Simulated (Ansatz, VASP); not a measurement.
# KBr: VASP beside Ansatz

Contents of INCAR:

```
  PREC = Accurate
  ENCUT = 520
  EDIFF = 1E-8
  ISMEAR = -1
  SIGMA = 0.01
  LREAL = F
  LASPH = T
  NELM = 150
  ALGO = Normal
  ISIF = 2
  LWAVE = F
  LCHARG = F
  LNONCOLLINEAR = T
  MAGMOM = 0 0 0 0 0 0
  LORBIT = 11
  LSORBIT = T
  GGA_COMPAT = F
  LORBMOM = T
  GGA = PE
  LEFG = T
  NBANDS = 28
```

KPOINTS

```
regular mesh
0
Gamma
  7 7 7
```

File POSCAR:

```
KBr
1.0
    0.0000000000      3.2925000000      3.2925000000
    3.2925000000      0.0000000000      3.2925000000
    3.2925000000      3.2925000000      0.0000000000
K Br
1 1
Direct
    0.0000000000      0.0000000000      0.0000000000
    0.5000000000      0.5000000000      0.5000000000
```

Input for Ansatz:

```yaml
crystal:
  lattice:
    - [0.0, 3.2925, 3.2925]
    - [3.2925, 0.0, 3.2925]
    - [3.2925, 3.2925, 0.0]
  atoms:
    - { symbol: K, position: [0.0, 0.0, 0.0] }
    - { symbol: Br, position: [0.5, 0.5, 0.5] }
kpoints:
  mp_grid: { grid: [7, 7, 7] }
  band_path:
    path:
      - [0.0, 0.0, 0.0]
      - [0.5, 0.0, 0.5]
      - [0.625, 0.25, 0.625]
      - [0.375, 0.375, 0.75]
      - [0.0, 0.0, 0.0]
      - [0.5, 0.5, 0.5]
      - [0.5, 0.25, 0.75]
      - [0.5, 0.0, 0.5]
    npoints: 5
scf:
  occupations: { method: fermi_dirac, width: 0.01 }
hamiltonian:
  xc: pbe
  pseudopotentials: { kind: paw_fr }
output:
  forces: true
  stress: true
  eigenvalues: true
  efg: { contact_densities: true }
magnetization:
  noncollinear: true
  spin_orbit: true
```

Alike in both runs: task electric field gradients; functional PBE; k mesh 7 × 7 × 7; occupations fermi-dirac, width 0.01 eV; non-collinear spin, spin-orbit coupling.

```csv
,VASP,Ansatz
version,VASP 6.6.1,Ansatz 0.2.0
potentials or method,"VASP PAW PBE potentials, release 64 (K_sv, Br)","PAW with Ansatz's default frozen-core files, fully relativistic files with spin-orbit coupling"
plane-wave cutoff (eV),520,420
valence electrons in the cell,16,16
```

Ansatz gave:

```
pressure (GPa)           : 0.8
net moment per atom (μB) : 0.00
```

Question: Estimate VASP's values.

Answer: Pressure (GPa): 0.9; net moment per atom (μB): 0.00.
